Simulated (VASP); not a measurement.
Input of a VASP 6.6.1 run:

INCAR

```
PREC = Accurate
ENCUT = 520
EDIFF = 1E-6
ISMEAR = 0
SIGMA = 0.1
LREAL = F
LASPH = T
NELM = 80
ALGO = Normal
ISIF = 2
LWAVE = F
LCHARG = F
GGA = PS
NBANDS = 14
```

The input KPOINTS:

```
Automatic mesh
0
Gamma
  8 8 8
```

File POSCAR:

```
HfB
1.0
    0.0000000000      2.3934782255      2.3934782255
    2.3934782255      0.0000000000      2.3934782255
    2.3934782255      2.3934782255      0.0000000000
Hf B
1 1
Direct
    0.5000000000      0.5000000000      0.5000000000
    0.0000000000      0.0000000000      0.0000000000
```

Potentials or basis: VASP PAW PBE potentials, release 64 (Hf_pv, B).

Launch:

```console
$ cat potpaw_PBE.64/Hf_pv/POTCAR potpaw_PBE.64/B/POTCAR > POTCAR
$ mpirun -np 1 vasp_std > vasp.out
```

Predict the pressure.

0.4 GPa.

Caveat: the PAW data sets were made with another functional, which shifts forces and pressure a little.
